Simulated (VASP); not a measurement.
A run of VASP 6.6.1 is set up as follows.

The input INCAR:

```
AGGAC = 1.0
AGGAX = 1.0
ALDAC = 0.0
ALDAX = 1.0
ALGO = Normal
EDIFF = 1E-6
ENCUT = 520
GGA = B5
ISIF = 2
ISMEAR = -1
IVDW = 12
LASPH = T
LCHARG = F
LREAL = F
LWAVE = F
NBANDS = 16
NELM = 60
PREC = Accurate
SIGMA = 0.05
VDW_A1 = 0.4298
VDW_A2 = 4.2359
VDW_S6 = 1.0
VDW_S8 = 2.6996
```

File KPOINTS:

```
k-points
0
Gamma
  10 10 5
```

File POSCAR:

```
SiC
1.0
    3.1363290418      0.0000000000      0.0000000000
   -1.5681645209      2.7161406248      0.0000000000
    0.0000000000      0.0000000000      5.1470055276
Si C
2 2
Direct
    0.6666666667      0.3333333333      0.5000000000
    0.3333333333      0.6666666667      0.0000000000
    0.6666666667      0.3333333333      0.8850000000
    0.3333333333      0.6666666667      0.3850000000
```

Potentials or basis: VASP PAW PBE potentials, release 64 (Si, C).

The run is started by

```sh
$ cat potpaw_PBE.64/Si/POTCAR potpaw_PBE.64/C/POTCAR > POTCAR
$ mpirun -np 1 vasp_std > vasp.out
```

Q: Predict the band gap on the k mesh.

A: 2.73 eV, indirect (least direct gap 4.21 eV).

Q: What does it give for the dispersion energy per atom?

A: -0.607 eV.

Q: Estimate the largest force.

A: 0.680 eV/Å.

Forces in eV/Å, atoms in the order of the input:
```
Si   0.000  0.000  0.680
Si   0.000  0.000  0.680
C    0.000  0.000 -0.680
C    0.000  0.000 -0.680
```

Caveat: the PAW data sets were made with another functional, which shifts forces and pressure a little. As with any semilocal functional, this BLYP gap is likely too small.
